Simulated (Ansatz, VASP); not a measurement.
**GaN: VASP beside Ansatz**

Contents of INCAR:

```
  ALGO = Normal
  EDIFF = 1E-6
  EDIFFG = -0.04
  ENCUT = 600
  GGA = PE
  IBRION = 2
  ISIF = 3
  ISMEAR = 0
  LASPH = True
  LCHARG = False
  LREAL = False
  LWAVE = False
  NELM = 60
  NSW = 90
  PREC = Accurate
  SIGMA = 0.1
```

Contents of KPOINTS:

```
k-points
0
Gamma
  4 4 4
```

POSCAR

```
GaN
1.0
    4.4468038801      0.0000000000      0.0000000000
    0.0000000000      4.4468038801      0.0000000000
    0.0000000000      0.0000000000      4.4468038801
Ga N
4 4
Direct
    0.1340000000      0.1340000000      0.1340000000
    0.3660000000      0.8660000000      0.6340000000
    0.6340000000      0.3660000000      0.8660000000
    0.8660000000      0.6340000000      0.3660000000
    0.8445000000      0.8445000000      0.8445000000
    0.6555000000      0.1555000000      0.3445000000
    0.3445000000      0.6555000000      0.1555000000
    0.1555000000      0.3445000000      0.6555000000
```

Input for Ansatz:

```yaml
crystal:
  lattice:
    - [4.4468038801, 0.0, 0.0]
    - [0.0, 4.4468038801, 0.0]
    - [0.0, 0.0, 4.4468038801]
  atoms:
    - { symbol: Ga, position: [0.134, 0.134, 0.134] }
    - { symbol: Ga, position: [0.366, 0.866, 0.634] }
    - { symbol: Ga, position: [0.634, 0.366, 0.866] }
    - { symbol: Ga, position: [0.866, 0.634, 0.366] }
    - { symbol: "N", position: [0.8445, 0.8445, 0.8445] }
    - { symbol: "N", position: [0.6555, 0.1555, 0.3445] }
    - { symbol: "N", position: [0.3445, 0.6555, 0.1555] }
    - { symbol: "N", position: [0.1555, 0.3445, 0.6555] }
basis:
  ecutwfc: 420
kpoints:
  mp_grid: { grid: [4, 4, 4] }
hamiltonian:
  xc: pbe
scf:
  occupations: { method: gaussian, width: 0.1 }
  lower_state_search: "off"
output:
  forces: true
  stress: true
  eigenvalues: true
relax:
  adjacent_minimum: "off"
  f_tol: 0.04
  max_steps: 70
  cell: { stress_tol: 0.4 }
```

Alike in both runs: task relaxation of cell and atoms; functional PBE; k mesh 4 × 4 × 4; occupations gaussian, width 0.1 eV; no spin polarisation.

```csv
,VASP,Ansatz
version,VASP 6.6.1,Ansatz 0.2.0
potentials or method,"VASP PAW PBE potentials, release 64 (Ga_d, N), cutoff 600 eV","scalar-relativistic, plane waves, PAW"
valence electrons in the cell,72,72
```

VASP gave:

| Quantity | Value |
| --- | --- |
| gap on the k mesh at the Fermi level, each at its own relaxed structure (eV) | 1.54 |
| relaxed volume (Å³/atom) | 11.77 |
| relaxed length of the cell vector where the two differ most in proportion (Å) | 4.550 |

**Question.** What did Ansatz give for the same quantities?

**Answer.** gap on the k mesh at the Fermi level, each at its own relaxed structure (eV): 1.54; relaxed volume (Å³/atom): 11.76; relaxed length of the cell vector where the two differ most in proportion (Å): 4.548.
